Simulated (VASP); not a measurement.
# K (Im-3m) in VASP: notebook, part 2 of 2

VASP 6.6.1. Earlier steps stand in the parts before.

## 5. Single point, LDA

Contents of INCAR:

```
  PREC = Accurate
  ENCUT = 520
  EDIFF = 1E-7
  ISMEAR = 0
  SIGMA = 1.0
  LREAL = F
  LASPH = T
  NELM = 80
  ALGO = Normal
  ISIF = 2
  LWAVE = F
  LCHARG = F
  GGA = CA
  NBANDS = 10
```

Contents of KPOINTS:

```
Automatic mesh
0
Gamma
  9 9 9
```

Contents of POSCAR:

```
K
1.0
   -2.5241928768      2.5241928768      2.5241928768
    2.5241928768     -2.5241928768      2.5241928768
    2.5241928768      2.5241928768     -2.5241928768
K
1
Direct
    0.0000000000      0.0000000000      0.0000000000
```

Potentials or basis: VASP PAW LDA potentials, release 64 (K_sv).

Started as:

```console
cat potpaw_LDA.64/K_sv/POTCAR > POTCAR
mpirun -np 1 vasp_std > vasp.out
```

OUTCAR:

```text
PREC = Accurate
   ENCUT = 520
   EDIFF = 1E-7
   ISMEAR = 0
   LREAL = F
   LASPH = T
   NELM = 80
   ISIF = 2
   GGA = CA

 ion  position               nearest neighbor table
   1  0.000  0.000  0.000-

  LATTYP: Found a body centered cubic cell.
 ALAT       =     5.0483857536

  Lattice vectors:

 A1 = (  -2.5241928768,   2.5241928768,   2.5241928768)
 A2 = (   2.5241928768,  -2.5241928768,   2.5241928768)
 A3 = (   2.5241928768,   2.5241928768,  -2.5241928768)

Analysis of symmetry for initial positions (statically):
=====================================================================
 Subroutine PRICEL returns:
 Original cell was already a primitive cell.

 Routine SETGRP: Setting up the symmetry group for a
 body centered cubic supercell.

 Subroutine GETGRP returns: Found 48 space group operations
 (whereof 48 operations were pure point group operations)
 out of a pool of 48 trial point group operations.

The static configuration has the point symmetry O_h .

Analysis of symmetry for dynamics (positions and initial velocities):
[... 164 lines left out ...]

 k-point     1 :       0.0000    0.0000    0.0000
  band No.  band energies     occupation
      1     -31.7379      2.00000
      2     -15.4058      2.00000
      3     -15.4058      2.00000
      4     -15.4058      2.00000
      5      -2.3662      1.99866
      6       4.2791      0.00000
      7       4.2791      0.00000
      8       4.2791      0.00000
      9       5.3055      0.00000
     10       5.3055      0.00000
[... 287 lines left out ...]
 k-point    24 :      -0.4444   -0.4444    0.1111
  band No.  band energies     occupation
      1     -31.7280      2.00000
      2     -15.5071      2.00000
      3     -15.4596      2.00000
      4     -15.4236      2.00000
      5       0.8494      0.17996
      6       0.9717      0.13009
      7       2.7913      0.00004
      8       4.2875      0.00000
      9       5.4345      0.00000
     10       6.1538      0.00000

 [... further k-points ...]

------------------------ aborting loop because EDIFF is reached ----------------------------------------

  FORCE on cell =-STRESS in cart. coord.  units (eV):
  Direction    XX          YY          ZZ          XY          YZ          ZX
  --------------------------------------------------------------------------------------
  -------------------------------------------------------------------------------------
  Total        0.0513669      0.0513669      0.0513669      0.0000000      0.0000000     -0.0000000
  in kB        1.2792821      1.2792821      1.2792821      0.0000000      0.0000000     -0.0000000
  external PRESSURE =       1.2792821 kB  Pullay stress =       0.0000000 kB

 VOLUME and BASIS-vectors are now :
 -----------------------------------------------------------------------------
  energy-cutoff  :      520.00
  volume of cell :       64.33
      direct lattice vectors                 reciprocal lattice vectors
    -2.524192877  2.524192877  2.524192877     0.000000000  0.198083120  0.198083120
     2.524192877 -2.524192877  2.524192877     0.198083120  0.000000000  0.198083120
     2.524192877  2.524192877 -2.524192877     0.198083120  0.198083120  0.000000000

 POSITION                                       TOTAL-FORCE (eV/Angst)
 -----------------------------------------------------------------------------------
      0.00000      0.00000      0.00000         0.000000      0.000000      0.000000
 -----------------------------------------------------------------------------------
    total drift:                               -0.000000      0.000000      0.000000

  FREE ENERGIE OF THE ION-ELECTRON SYSTEM (eV)
  ---------------------------------------------------
  free  energy   TOTEN  =        -1.3483566369 eV

  energy  without entropy=       -0.9835226212  energy(sigma->0) =       -1.16593963
```

OSZICAR:

```text
N       E                     dE             d eps       ncg     rms          rms(c)
DAV:   1     0.496369438180E+02    0.49637E+02   -0.35961E+03   700   0.693E+02
DAV:   2     0.366057478890E+00   -0.49271E+02   -0.48478E+02   756   0.206E+02
DAV:   3    -0.129024121046E+01   -0.16563E+01   -0.16489E+01  1028   0.293E+01
DAV:   4    -0.134739286745E+01   -0.57152E-01   -0.57090E-01  1004   0.481E+00
DAV:   5    -0.134988741063E+01   -0.24945E-02   -0.24938E-02  1102   0.642E-01    0.269E+00
DAV:   6    -0.134869521193E+01    0.11922E-02   -0.19266E-03  1036   0.295E-01    0.167E+00
DAV:   7    -0.134833540135E+01    0.35981E-03   -0.32091E-03   986   0.335E-01    0.624E-02
DAV:   8    -0.134834970866E+01   -0.14307E-04   -0.28845E-04   976   0.177E-01    0.204E-02
DAV:   9    -0.134835650570E+01   -0.67970E-05   -0.10353E-05   922   0.222E-02    0.968E-03
DAV:  10    -0.134835658667E+01   -0.80969E-07   -0.29210E-06  1036   0.130E-02    0.157E-03
DAV:  11    -0.134835663685E+01   -0.50179E-07   -0.80116E-08   692   0.266E-03
   1 F= -.13483566E+01 E0= -.11659396E+01  d E =-.364834E+00
```

Run time: 25 s. Hardware: 1 thread of Intel Xeon 8259CL, shared host; peak memory 0.17 GiB.

What came out:

```yaml
Free_energy: -1.3484 eV
Pressure: 0.1 GPa
Band_gap_on_the_k_mesh: zero (an odd number of electrons rules out a gap without spin polarisation)
```

Caveat: so wide a smearing shifts energies and pressures.

## 6. Single point, LDA

Contents of INCAR:

```
  PREC = Accurate
  ENCUT = 520
  EDIFF = 1E-7
  ISMEAR = 1
  SIGMA = 0.01
  LREAL = F
  LASPH = T
  NELM = 60
  ALGO = Normal
  ISIF = 2
  LWAVE = F
  LCHARG = F
  GGA = CA
  NBANDS = 10
```

Contents of KPOINTS:

```
regular mesh
0
Gamma
  9 9 9
```

POSCAR is that of step 5.

Potentials or basis: VASP PAW LDA potentials, release 64 (K_sv).

Started as:

```console
cat potpaw_LDA.64/K_sv/POTCAR > POTCAR
mpirun -np 1 vasp_std > vasp.out
```

Run time: 28 s. Hardware: 1 thread of Intel Xeon 8259CL, shared host; peak memory 0.17 GiB.

Results (log left out):

| Property | Result |
| --- | --- |
| Free energy | -1.1677 eV |
| Pressure | 0.0 GPa |
| Band gap on the k mesh | zero (an odd number of electrons rules out a gap without spin polarisation) |

Levels at points of the mesh, in eV from the Fermi level:
```csv
k point,band 2,band 3,band 4,band 5,band 6,band 7
"(0.00, 0.00, 0.00)",-15.35,-15.35,-15.35,-2.31,4.34,4.34
```

## 7. Summary

| smearing | gap on the mesh (eV) | pressure (GPa) |
| --- | --- | --- |
| gaussian 0.2 eV | none | 0.0 |
| gaussian 0.3 eV | none | 0.0 |
| gaussian 0.6 eV | none | 0.0 |
| gaussian 1 eV | none | 0.1 |
| methfessel-paxton 0.01 eV | none | 0.0 |

Alike in all rows: task single point; level LDA; potentials or basis VASP PAW LDA potentials, release 64 (K_sv); no spin polarisation; cell as given; k mesh 9 × 9 × 9; cutoff (eV) 520.

Caveats: so wide a smearing shifts energies and pressures (at least some runs).

Total energies depend on the potentials used, so only differences within one code and one set of settings carry meaning.
